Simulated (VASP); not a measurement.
# AlNi (CsCl type) (Pm-3m) in VASP: further runs

AlNi (CsCl type) is run at these levels: LDA; tasks: single point.

All numbers are computed with VASP 6.6.1; they aren't measurements. Logs are shortened: lines on timing, memory, paths and dates and some standing lists are left out, and cuts for length are marked.

### 1 The cell of the first run

The structure is cubic, space group Pm-3m (No. 221). The conventional cell has a = 2.833 Å, b = 2.833 Å, c = 2.833 Å, α = 90.00°, β = 90.00°, γ = 90.00°. Within 3.2 Å of Ni (site symmetry m-3m) lie 8 Al at 2.45 Å and 6 Ni at 2.83 Å. Within 3.2 Å of Al (site symmetry m-3m) lie 8 Ni at 2.45 Å and 6 Al at 2.83 Å.

### 2 Single point, LDA

Contents of INCAR:

```
SYSTEM = AlNi
PREC = Accurate ; ENCUT = 520
EDIFF = 1E-6 ; ISMEAR = -1
SIGMA = 0.1 ; LREAL = .FALSE.
LASPH = .TRUE. ; NELM = 80
ALGO = Normal ; ISIF = 2
LWAVE = .FALSE. ; LCHARG = .FALSE.
NBANDS = 21
```

Contents of KPOINTS:

```
regular mesh
0
G
  13 9 9
  0 0 0
```

Contents of POSCAR:

```
AlNi
1.0
    0.0000000000      0.0000000000      2.8328540745
    2.8328540745     -2.8328540745      0.0000000000
    2.8328540745      2.8328540745      0.0000000000
Ni Al
2 2
Direct
    0.0000000000      0.0000000000      0.0000000000
    0.0000000000      0.5000000000      0.5000000000
    0.5000000000      0.5000000000      0.0000000000
    0.5000000000      0.0000000000      0.5000000000
```

Potentials or basis: VASP PAW LDA potentials, release 64 (Ni, Al).

Run with:

```sh
cat potpaw_LDA.64/Ni/POTCAR potpaw_LDA.64/Al/POTCAR > POTCAR
mpirun -np 1 vasp_std > vasp.out
```

OUTCAR:

```text
SYSTEM = AlNi
   PREC = Accurate
   ENCUT = 520
   EDIFF = 1E-6
   ISMEAR = -1
   LREAL = .FALSE.
   LASPH = .TRUE.
   NELM = 80
   ISIF = 2

 ion  position               nearest neighbor table
   1  0.000  0.000  0.000-   3 2.45   4 2.45   4 2.45   3 2.45   3 2.45   4 2.45   4 2.45   3 2.45
                             2 2.83   2 2.83   2 2.83   2 2.83
   2  0.000  0.500  0.500-   3 2.45   4 2.45   3 2.45   4 2.45   3 2.45   4 2.45   3 2.45   4 2.45
                             1 2.83   1 2.83   1 2.83   1 2.83
   3  0.500  0.500  0.000-   1 2.45   2 2.45   2 2.45   1 2.45   1 2.45   2 2.45   2 2.45   1 2.45
                             4 2.83   4 2.83   4 2.83   4 2.83
   4  0.500  0.000  0.500-   1 2.45   2 2.45   1 2.45   2 2.45   1 2.45   2 2.45   1 2.45   2 2.45
                             3 2.83   3 2.83   3 2.83   3 2.83

  LATTYP: Found a simple tetragonal cell.
 ALAT       =     4.0062606524
 C/A-ratio  =     0.7071067812

  Lattice vectors:

 A1 = (   2.8328540745,  -2.8328540745,   0.0000000000)
 A2 = (   2.8328540745,   2.8328540745,   0.0000000000)
 A3 = (   0.0000000000,   0.0000000000,   2.8328540745)

Analysis of symmetry for initial positions (statically):
=====================================================================
 Subroutine PRICEL returns following result:

  LATTYP: Found a simple cubic cell.
 ALAT       =     2.8328540745

  Lattice vectors:

 A1 = (   0.0000000000,   0.0000000000,   2.8328540745)
 A2 = (   0.0000000000,  -2.8328540745,   0.0000000000)
 A3 = (   2.8328540745,   0.0000000000,   0.0000000000)

   2 primitive cells build up your supercell.

 Routine SETGRP: Setting up the symmetry group for a
 simple tetragonal supercell.

 Subroutine GETGRP returns: Found 16 space group operations
 (whereof 16 operations were pure point group operations)
 out of a pool of 16 trial point group operations.

The static configuration has the point symmetry D_4h.

Analysis of symmetry for dynamics (positions and initial velocities):
=====================================================================
 Subroutine PRICEL returns following result:

  LATTYP: Found a simple cubic cell.
 ALAT       =     2.8328540745

  Lattice vectors:

 A1 = (   0.0000000000,   0.0000000000,   2.8328540745)
 A2 = (   0.0000000000,  -2.8328540745,   0.0000000000)
 A3 = (   2.8328540745,   0.0000000000,   0.0000000000)

   2 primitive cells build up your supercell.

 Routine SETGRP: Setting up the symmetry group for a
 simple tetragonal supercell.

 Subroutine GETGRP returns: Found 16 space group operations
 (whereof 16 operations were pure point group operations)
 out of a pool of 16 trial point group operations.

The dynamic configuration has the point symmetry D_4h.

 Subroutine INISYM returns: Found 16 space group operations
 (whereof 16 operations are pure point group operations),
 and found     2 'primitive' translations

----------------------------------------------------------------------------------------

                                     Primitive cell

  volume of cell :      22.7338

  direct lattice vectors                    reciprocal lattice vectors
     0.000000000  0.000000000  2.832854075     0.000000000  0.000000000  0.353000887
     0.000000000 -2.832854075  0.000000000     0.000000000 -0.353000887  0.000000000
     2.832854075  0.000000000  0.000000000     0.353000887  0.000000000  0.000000000

  length of vectors
     2.832854075  2.832854075  2.832854075     0.353000887  0.353000887  0.353000887

  position of ions in fractional coordinates (direct lattice)
     0.000000000  0.000000000  0.000000000
     0.500000000  0.500000000  0.500000000

  ion indices of the primitive-cell ions
   primitive index   ion index
                 1           1
                 2           3

----------------------------------------------------------------------------------------

 KPOINTS: regular mesh

Automatic generation of k-mesh.
 Grid dimensions read from file:
 generate k-points for:   13    9    9

 Generating k-lattice:

  Cartesian coordinates                     Fractional coordinates (reciprocal lattice)
     0.000000000  0.000000000  0.027153914     0.076923077  0.000000000  0.000000000
     0.019611160 -0.019611160  0.000000000     0.000000000  0.111111111  0.000000000
     0.019611160  0.019611160  0.000000000     0.000000000  0.000000000  0.111111111

  Length of vectors
     0.027153914  0.027734369  0.027734369

  Shift w.r.t. Gamma in fractional coordinates (k-lattice)
     0.000000000  0.000000000  0.000000000

 Subroutine IBZKPT returns following result:
 ===========================================

 Found    105 irreducible k-points:

 Following reciprocal coordinates:
            Coordinates               Weight
  0.000000  0.000000  0.000000      1.000000
  0.076923  0.000000  0.000000      2.000000
  0.153846  0.000000  0.000000      2.000000
  0.230769  0.000000  0.000000      2.000000
  0.307692  0.000000  0.000000      2.000000
  0.384615  0.000000  0.000000      2.000000
[... 16 lines left out ...]
  0.076923  0.333333  0.000000      8.000000
  0.153846  0.333333  0.000000      8.000000
 [... further k-points ...]
   k-points           NKPTS =    105   k-points in BZ     NKDIM =    105   number of bands    NBANDS=     21
   number of dos      NEDOS =    301   number of ions     NIONS =      4
   total plane-waves  NPLWV =  21600
   dimension x,y,z NGX =    24 NGY =   30 NGZ =   30
   dimension x,y,z NGXF=    48 NGYF=   60 NGZF=   60
   ions per type =               2   2
   NGX,Y,Z   is equivalent  to a cutoff of  14.08, 12.45, 12.45 a.u.
   NGXF,Y,Z  is equivalent  to a cutoff of  28.17, 24.90, 24.90 a.u.
 SYSTEM =  AlNi
   PREC   = accura    normal or accurate (medium, high low for compatibility)
   ISTART =      0    job   : 0-new  1-cont  2-samecut
   ICHARG =      2    charge: 1-file 2-atom 10-const
   ISPIN  =      1    spin polarized calculation?
   LNONCOLLINEAR =      F non collinear calculations
   LSORBIT =      F    spin-orbit coupling
   LASPH  =      T    aspherical Exc in radial PAW
   ENCUT  =  520.0 eV  38.22 Ry    6.18 a.u.   5.27  7.45  7.45*2*pi/ulx,y,z
   NELM   =     80;   NELMIN=  2; NELMDL= -5     # of ELM steps
   EDIFF  = 0.1E-05   stopping-criterion for ELM
   LREAL  =      F    real-space projection
   EDIFFG = 0.1E-04   stopping-criterion for IOM
   NSW    =      0    number of steps for IOM
   IBRION =     -1    ionic relax: 0-MD 1-quasi-New 2-CG
   NFREE  =      0    steps in history (QN), initial steepest desc. (CG)
   ISIF   =      2    stress and relaxation
   ISYM   =      2    0-nonsym 1-usesym 2-fastsym
   POTIM  = 0.5000    time-step for ionic-motion
   TEBEG  =    0.0;   TEEND  =   0.0 temperature during run
   PSTRESS=    0.0 pullay stress
   NELECT =      26.0000    total number of electrons
   NUPDOWN=      -1.0000    fix difference up-down
   EMIN   =  10.00;   EMAX   =-10.00  energy-range for DOS
   EFERMI =   0.00;   METHOD = LEGACY
   ISMEAR =    -1;   SIGMA  =   0.10  broadening in eV -4-tet -1-fermi 0-gaus
   EFERMI_NEDOS =   21; number of points for ismear=-14 and -15
   IALGO  =     38    algorithm
   IMIX   =      4    mixing-type and parameters
     AMIX     =   0.40;   BMIX     =  1.00
     AMIX_MAG =   1.60;   BMIX_MAG =  1.00
  volume/ion in A,a.u.               =      11.37        76.71
  Fermi-wavevector in a.u.,A,eV,Ry     =   1.358830  2.567816 25.122050  1.846419
  Thomas-Fermi vector in A             =   2.485630
   LORBIT       =      0    0 simple, 1 ext, 2 COOP (PROOUT), +10 PAW based schemes
   GGA     = CA    functional components
   LHFCALC =     F    Hartree Fock is set to
   AEXX    =    0.0000 exact exchange contribution
   IVDW    =     0    specifies the selected vdW correction
   LEPSILON=     F    determine dielectric tensor
   LRPA    =     F    only Hartree local field effects (RPA)
 non-spin polarized calculation
  energy-cutoff  :      520.00
  volume of cell :       45.47
 maximum number of plane-waves:      1243
 NGX is ok and might be reduce to    24
   NGX = 11   NGY = 15   NGZ = 15

 number of electron      25.9999970 magnetization

 Free energy of the ion-electron system (eV)
  ---------------------------------------------------
  ext. energy  EPLUGINS =         0.00000000
  ---------------------------------------------------
  free energy    TOTEN  =       -24.41826075 eV

  energy without entropy =      -24.36637192  energy(sigma->0) =      -24.39231634

 E-fermi :  10.4333     XC(G=0): -12.5487

 val. band max:       10.4058335450   @ k =   0.1538   0.3333   0.1111
 cond. band min:      10.4449452115   @ k =   0.0769   0.4444   0.2222
 fundamental gap:      0.0391116665
 Fermi energy:        10.4333042762

 k-point     1 :       0.0000    0.0000    0.0000
  band No.  band energies     occupation
      1      -1.0225      2.00000
      2       4.8775      2.00000
      3       6.8171      2.00000
      4       6.9322      2.00000
      5       6.9329      2.00000
      6       7.4659      2.00000
[... 13 lines left out ...]
     20      18.8187      0.00000
     21      23.1350      0.00000

 k-point     2 :       0.0769    0.0000    0.0000
  band No.  band energies     occupation
      1      -0.9096      2.00000
      2       4.9359      2.00000
      3       6.9265      2.00000
      4       6.9282      2.00000
      5       6.9601      2.00000
      6       7.2243      2.00000
[... 13 lines left out ...]
     20      19.8272      0.00000
     21      22.2214      0.00000

 k-point     3 :       0.1538    0.0000    0.0000
  band No.  band energies     occupation
      1      -0.5732      2.00000
      2       5.1029      2.00000
      3       6.8672      2.00000
      4       6.8672      2.00000
      5       6.8767      2.00000
      6       7.0365      2.00000
[... 13 lines left out ...]
     20      20.5993      0.00000
     21      21.2221      0.00000

 k-point     4 :       0.2308    0.0000    0.0000
  band No.  band energies     occupation
      1      -0.0196      2.00000
      2       5.3526      2.00000
      3       6.5593      2.00000
      4       6.5593      2.00000
      5       6.6725      2.00000
      6       7.1470      2.00000
[... 13 lines left out ...]
     20      18.9746      0.00000
     21      19.5914      0.00000

 k-point     5 :       0.3077    0.0000    0.0000
  band No.  band energies     occupation
      1       0.7398      2.00000
      2       5.6390      2.00000
      3       6.1298      2.00000
      4       6.3225      2.00000
      5       6.3225      2.00000
      6       7.2682      2.00000
[... 13 lines left out ...]
     20      18.2408      0.00000
     21      18.2408      0.00000

 k-point     6 :       0.3846    0.0000    0.0000
  band No.  band energies     occupation
      1       1.6863      2.00000
      2       5.1745      2.00000
      3       5.8967      2.00000
      4       6.1625      2.00000
      5       6.1625      2.00000
      6       7.3718      2.00000
[... 13 lines left out ...]
     20      18.8520      0.00000
     21      19.2695      0.00000

 k-point     7 :       0.4615    0.0000    0.0000
  band No.  band energies     occupation
      1       2.7888      2.00000
      2       3.9908      2.00000
      3       6.0519      2.00000
      4       6.0820      2.00000
      5       6.0820      2.00000
      6       7.4317      2.00000
[... 13 lines left out ...]
     20      18.6110      0.00000
     21      18.8575      0.00000
[... 291 lines left out ...]
      1       2.1016      2.00000
      2       5.3689      2.00000
      3       5.4546      2.00000
      4       6.3587      2.00000
      5       6.3611      2.00000
      6       7.4256      2.00000
[... 13 lines left out ...]
     20      17.8149      0.00000
     21      17.9123      0.00000

 k-point    21 :       0.4615    0.2222    0.0000
  band No.  band energies     occupation
      1       3.1663      2.00000
      2       4.3424      2.00000
      3       5.6558      2.00000
      4       6.2255      2.00000
      5       6.2863      2.00000
      6       7.5286      2.00000
[... 13 lines left out ...]
     20      17.8275      0.00000
     21      18.9038      0.00000

 k-point    22 :       0.0000    0.3333    0.0000
  band No.  band energies     occupation
      1       0.0217      2.00000
      2       2.8810      2.00000
      3       6.3552      2.00000
      4       6.9843      2.00000
      5       7.0329      2.00000
      6       7.2076      2.00000
[... 13 lines left out ...]
     20      20.7948      0.00000
     21      22.9712      0.00000

 k-point    23 :       0.0769    0.3333    0.0000
  band No.  band energies     occupation
      1       0.1306      2.00000
      2       2.9712      2.00000
      3       6.4168      2.00000
      4       7.0077      2.00000
      5       7.0554      2.00000
      6       7.1544      2.00000
[... 13 lines left out ...]
     20      21.2408      0.00000
     21      23.5569      0.00000

 k-point    24 :       0.1538    0.3333    0.0000
  band No.  band energies     occupation
      1       0.4548      2.00000
      2       3.2349      2.00000
      3       6.5750      2.00000
      4       7.0200      2.00000
      5       7.0739      2.00000
      6       7.0887      2.00000
[... 13 lines left out ...]
     20      22.3990      0.00000
     21      22.9372      0.00000

 [... further k-points ...]

------------------------ aborting loop because EDIFF is reached ----------------------------------------

  FORCE on cell =-STRESS in cart. coord.  units (eV):
  Direction    XX          YY          ZZ          XY          YZ          ZX
  --------------------------------------------------------------------------------------
  -------------------------------------------------------------------------------------
  Total        0.1204068      0.1204068      0.0855860      0.0000000     -0.0000000      0.0000000
  in kB        4.2428623      4.2428623      3.0158571      0.0000000     -0.0000000      0.0000000
  external PRESSURE =       3.8338605 kB  Pullay stress =       0.0000000 kB

 VOLUME and BASIS-vectors are now :
 -----------------------------------------------------------------------------
  energy-cutoff  :      520.00
  volume of cell :       45.47
      direct lattice vectors                 reciprocal lattice vectors
     0.000000000  0.000000000  2.832854075     0.000000000  0.000000000  0.353000887
     2.832854075 -2.832854075  0.000000000     0.176500443 -0.176500443  0.000000000
     2.832854075  2.832854075  0.000000000     0.176500443  0.176500443  0.000000000

 POSITION                                       TOTAL-FORCE (eV/Angst)
 -----------------------------------------------------------------------------------
      0.00000      0.00000      0.00000         0.000000     -0.000000     -0.000000
      2.83285      0.00000      0.00000         0.000000      0.000000      0.000000
      1.41643     -1.41643      1.41643        -0.000000     -0.000000      0.000000
      1.41643      1.41643      1.41643        -0.000000      0.000000      0.000000
 -----------------------------------------------------------------------------------
    total drift:                                0.000000      0.000000     -0.000000

  FREE ENERGIE OF THE ION-ELECTRON SYSTEM (eV)
  ---------------------------------------------------
  free  energy   TOTEN  =       -24.4182607520 eV

  energy  without entropy=      -24.3663719196  energy(sigma->0) =      -24.39231634
```

It took 72 s on 1 thread of AMD EPYC 7R43 (Zen 3), shared host; peak memory 0.16 GiB.

Results:

* Free energy: -24.4183 eV
* Pressure: 0.4 GPa
* Band gap on the k mesh: zero (band 13 reaches 12.29 eV, above the bottom of band 14 at 9.42 eV)

Spin polarisation is off, so any magnetic state and its effect on volume and gap are missing.

[end of part 1 of 2]
